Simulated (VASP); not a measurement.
# AlGa3N4: single point with LDA

The system is AlGa3N4.

```
Al Ga N
1.0
     4.33822   -0.05157   -0.05157
    -0.05157    4.33822   -0.05157
    -0.05157   -0.05157    4.33822
Al Ga N
1 3 4
Direct
  0.00000 0.00000 0.00000
  0.50000 0.50000 0.00000
  0.50000 0.00000 0.50000
  0.00000 0.50000 0.50000
  0.75481 0.75481 0.24519
  0.75481 0.24519 0.75481
  0.24519 0.75481 0.75481
  0.24519 0.24519 0.24519
```

```json
{
 "Program": "VASP 6.6.1",
 "Task": "single point",
 "Functional": "LDA",
 "Potentials or basis": "VASP PAW LDA potentials, release 64 (Al, Ga_d, N)",
 "Cutoff": "520 eV",
 "k mesh": "6 × 6 × 6",
 "Occupations": "gaussian, width 0.05 eV",
 "Spin": "no spin polarisation",
 "Dipole correction": "no",
 "Further INCAR settings": "ALGO = Normal; EDIFF = 1e-06; NBANDS = 41"
}
```

```
Pressure               : 16.0 GPa
Largest force          : 0.640 eV/Å
Band gap on the k mesh : 2.87 eV
```

Forces in eV/Å, atoms in the order of the input:
```
Al  -0.355 -0.355 -0.355
Ga  -0.374 -0.374 -0.350
Ga  -0.374 -0.350 -0.374
Ga  -0.350 -0.374 -0.374
N    0.399  0.399  0.304
N    0.399  0.304  0.399
N    0.304  0.399  0.399
N    0.351  0.351  0.351
```

Stress tensor (GPa, compression positive):
```
15.99  6.41  6.41
 6.41 15.99  6.41
 6.41  6.41 15.99
```

Levels at points of the mesh, in eV from the valence-band top:
```csv
k point,band 27,band 28,band 29,band 30,band 31,band 32,band 33,band 34,band 35,band 36
"(0.00, 0.00, 0.00)",-2.68,-2.66,-0.15,-0.15,0.00,2.87,3.27,3.30,3.30,6.82
"(0.50, 0.00, 0.00)",-2.94,-1.88,-1.63,-1.54,-1.29,5.11,5.18,6.20,6.23,8.20
"(0.50, 0.50, 0.00)",-3.37,-1.22,-1.19,-1.06,-0.78,7.10,7.22,7.45,7.50,7.62
"(0.50, 0.50, 0.50)",-0.97,-0.97,-0.80,-0.80,-0.80,5.24,5.58,5.58,6.73,9.21
```

Run time: 36 s on 1 thread of Intel(R) Xeon(R) 6975P-C (Granite Rapids), with other jobs on the host, peak memory 0.21 GiB.

Caveat: the cell stands under pressure.
